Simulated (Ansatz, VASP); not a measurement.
# PtS2 in VASP and in Ansatz

```
Pt S
1.0
     3.57156    0.00000    0.00000
    -1.78578    3.09306    0.00000
     0.00000    0.00000    4.76723
Pt S
1 2
Direct
  0.00000 0.00000 0.00000
  0.33333 0.66667 0.25102
  0.66667 0.33333 0.74898
```

Alike in both runs: functional PBEsol; k mesh 12 × 12 × 8; occupations gaussian, width 0.02 eV; no spin polarisation.

Ansatz relaxed the structure, and its values are those at the end. VASP's run is a single point on that final structure, the one shown.

|  | VASP | Ansatz |
| --- | --- | --- |
| version | VASP 6.6.1 | Ansatz 0.2.0 |
| potentials or method | VASP PAW PBE potentials, release 64 (Pt, S), cutoff 520 eV | scalar-relativistic, plane waves, PAW |
| valence electrons in the cell | 22 | 30 |

```tsv
	VASP	Ansatz	Ansatz less VASP
gap on the k mesh at the Fermi level (eV)	0.25	0.24	-0.009
least direct gap on the mesh (eV)	0.67	0.67	-0.008
pressure (GPa)	-0.3	0.0	+0.27
rms of the force components (eV/Å)	0.012	0.000	-0.0116
```

VASP's potentials were made for PBE, not for PBEsol. The functional is the same, so the differences come from potentials, cutoffs and numerics. VASP's potentials hold 22 valence electrons a cell and Ansatz's 30, so a difference there can come from the potentials and not from the codes.

Neither program's run includes spin-orbit coupling.
